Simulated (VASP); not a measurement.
# Na (P6_3/mmc) in VASP: notebook, part 4 of 4

VASP 6.6.1. Earlier steps stand in the parts before.

## (6) Single point, r2SCAN

This run uses another cell than the first one, of 37.17 Å³/atom, 0.943 times its volume.

Input file POSCAR:

```
Na
1.0
    3.7003831212      0.0000000000      0.0000000000
   -1.8501915606      3.2046257867      0.0000000000
    0.0000000000      0.0000000000     12.5373215400
Na
4
Direct
    0.6666666667      0.3333333333      0.7500000000
    0.0000000000      0.0000000000      0.5000000000
    0.3333333333      0.6666666667      0.2500000000
    0.0000000000      0.0000000000      0.0000000000
```

Input file INCAR.step1:

```
PREC = Accurate ; ENCUT = 520
ISMEAR = -1 ; SIGMA = 0.05
LREAL = F ; LASPH = T
NELM = 100 ; NBANDS = 22
GGA = PE ; ALGO = Normal
EDIFF = 1E-4 ; LWAVE = T
LCHARG = F
```

Input file INCAR.step2:

```
PREC = Accurate ; ENCUT = 520
EDIFF = 1E-6 ; ISMEAR = -1
SIGMA = 0.05 ; LREAL = F
LASPH = T ; NELM = 100
ALGO = Normal ; ISIF = 2
LWAVE = F ; LCHARG = T
METAGGA = R2SCAN ; LMIXTAU = T
LELF = T ; LVHAR = T
NBANDS = 22 ; ISTART = 1
```

Input file KPOINTS:

```
Automatic mesh
0
Gamma
  8 8 3
```

Potentials or basis: VASP PAW PBE potentials, release 64 (Na_pv).

The run is started by

```bash
$ cat potpaw_PBE.64/Na_pv/POTCAR > POTCAR
$ cp INCAR.step1 INCAR
$ mpirun -np 1 vasp_std > vasp.out
$ cp INCAR.step2 INCAR
$ mpirun -np 1 vasp_std > vasp.out
```

OUTCAR:

```text
PREC = Accurate
   ENCUT = 520
   EDIFF = 1E-6
   ISMEAR = -1
   LREAL = F
   LASPH = T
   NELM = 100
   ISIF = 2
   METAGGA = R2SCAN
   ISTART = 1

 ion  position               nearest neighbor table
   1  0.667  0.333  0.750-
   2  0.000  0.000  0.500-
   3  0.333  0.667  0.250-
   4  0.000  0.000  0.000-

  LATTYP: Found a hexagonal cell.
 ALAT       =     3.7003831212
 C/A-ratio  =     3.3881144545

  Lattice vectors:

 A1 = (   3.7003831212,   0.0000000000,   0.0000000000)
 A2 = (  -1.8501915606,   3.2046257867,   0.0000000000)
 A3 = (   0.0000000000,   0.0000000000,  12.5373215400)

Analysis of symmetry for initial positions (statically):
=====================================================================
 Subroutine PRICEL returns:
 Original cell was already a primitive cell.

 Routine SETGRP: Setting up the symmetry group for a
 hexagonal supercell.

[... 162 lines left out ...]
  ---------------------------------------------------
  free energy    TOTEN  =       -14.20086744 eV

  energy without entropy =      -14.18369656  energy(sigma->0) =      -14.19228200

 E-fermi :   0.3321     XC(G=0):  -6.9118

 val. band max:        0.2449061526   @ k =   0.2500   0.2500   0.3333
 cond. band min:       0.3828536348   @ k =   0.2500   0.1250   0.3333
 fundamental gap:      0.1379474822
 Fermi energy:         0.3320655543

 k-point     1 :       0.0000    0.0000    0.0000
  band No.  band energies     occupation
      1     -25.7024      2.00000
      2     -25.6871      2.00000
      3     -25.6859      2.00000
      4     -25.6754      2.00000
      5     -25.6751      2.00000
      6     -25.6739      2.00000
[... 489 lines left out ...]
     21       4.4611      0.00000
     22       4.5930      0.00000

------------------------ aborting loop because EDIFF is reached ----------------------------------------

  FORCE on cell =-STRESS in cart. coord.  units (eV):
  Direction    XX          YY          ZZ          XY          YZ          ZX
  --------------------------------------------------------------------------------------
  -------------------------------------------------------------------------------------
  Total        0.4538742      0.4538742     -0.4891983      0.0000000      0.0000000      0.0000000
  in kB        4.8912208      4.8912208     -5.2718954      0.0000000      0.0000000      0.0000000
  external PRESSURE =       1.5035154 kB  Pullay stress =       0.0000000 kB

 VOLUME and BASIS-vectors are now :
 -----------------------------------------------------------------------------
  energy-cutoff  :      520.00
  volume of cell :      148.67
      direct lattice vectors                 reciprocal lattice vectors
     3.700383121  0.000000000  0.000000000     0.270242288  0.156024458  0.000000000
    -1.850191561  3.204625787  0.000000000     0.000000000  0.312048915  0.000000000
     0.000000000  0.000000000 12.537321540     0.000000000  0.000000000  0.079761853

 POSITION                                       TOTAL-FORCE (eV/Angst)
 -----------------------------------------------------------------------------------
      1.85019      1.06821      9.40299         0.000000     -0.000000      0.000000
      0.00000      0.00000      6.26866         0.000000      0.000000      0.000000
     -0.00000      2.13642      3.13433        -0.000000      0.000000      0.000000
      0.00000      0.00000      0.00000         0.000000      0.000000      0.000000
 -----------------------------------------------------------------------------------
    total drift:                                0.000000     -0.000000      0.000000

  FREE ENERGIE OF THE ION-ELECTRON SYSTEM (eV)
  ---------------------------------------------------
  free  energy   TOTEN  =       -14.2008674429 eV

  energy  without entropy=      -14.1836965650  energy(sigma->0) =      -14.19228200
```

OSZICAR.step1:

```text
N       E                     dE             d eps       ncg     rms          rms(c)
DAV:   1     0.233814660124E+03    0.23381E+03   -0.14920E+04   952   0.123E+03
DAV:   2     0.745026182688E+01   -0.22636E+03   -0.22247E+03   916   0.354E+02
DAV:   3    -0.500778640692E+01   -0.12458E+02   -0.12348E+02  1084   0.105E+02
DAV:   4    -0.523131442884E+01   -0.22353E+00   -0.22336E+00   970   0.142E+01
DAV:   5    -0.523670048637E+01   -0.53861E-02   -0.53860E-02  1060   0.239E+00    0.405E-01
DAV:   6    -0.523516033714E+01    0.15401E-02   -0.29327E-03  1156   0.568E-01    0.272E-01
DAV:   7    -0.523389905732E+01    0.12613E-02   -0.38822E-03  1188   0.593E-01    0.331E-02
DAV:   8    -0.523386238384E+01    0.36673E-04   -0.32746E-04   946   0.279E-01
   1 F= -.52338624E+01 E0= -.52248029E+01  d E =-.181189E-01
```

Wall time 2.2 min (1 thread of Intel Xeon 6975P-C (Granite Rapids), shared host); peak memory 0.29 GiB.

Results:

```
Free energy            : -14.2009 eV
Pressure               : 0.2 GPa
Band gap on the k mesh : zero (band 14 reaches 1.55 eV, above the bottom of band 15 at -2.10 eV)
```

Caveat: the PAW data sets were made with another functional, which shifts forces and pressure a little.

## (7) Summary

| level | potentials or basis | cell | gap on the mesh (eV) | pressure (GPa) |
| --- | --- | --- | --- | --- |
| LDA | VASP PAW LDA potentials, release 64 (Na_pv) | a = 3.773, b = 3.773, c = 12.783 Å, angles 90.0, 90.0, 120.0°, 4 atoms | none | -1.1 |
| r2SCAN | VASP PAW PBE potentials, release 64 (Na_pv) | a = 3.625, b = 3.625, c = 12.281 Å, angles 90.0, 90.0, 120.0°, 4 atoms | none | 0.8 |
| r2SCAN | VASP PAW PBE potentials, release 64 (Na_pv) | a = 3.650, b = 3.650, c = 12.368 Å, angles 90.0, 90.0, 120.0°, 4 atoms | none | 0.5 |
| r2SCAN | VASP PAW PBE potentials, release 64 (Na_pv) | a = 3.676, b = 3.676, c = 12.453 Å, angles 90.0, 90.0, 120.0°, 4 atoms | none | 0.3 |
| r2SCAN | VASP PAW PBE potentials, release 64 (Na_pv) | a = 3.700, b = 3.700, c = 12.537 Å, angles 90.0, 90.0, 120.0°, 4 atoms | none | 0.2 |

Alike in all rows: task single point; no spin polarisation; k mesh 8 × 8 × 3; cutoff (eV) 520; smearing fermi-dirac 0.05 eV.

Caveats: the PAW data sets were made with another functional, which shifts forces and pressure a little (some runs).

Absolute energies hang on the potentials; compare differences alone.
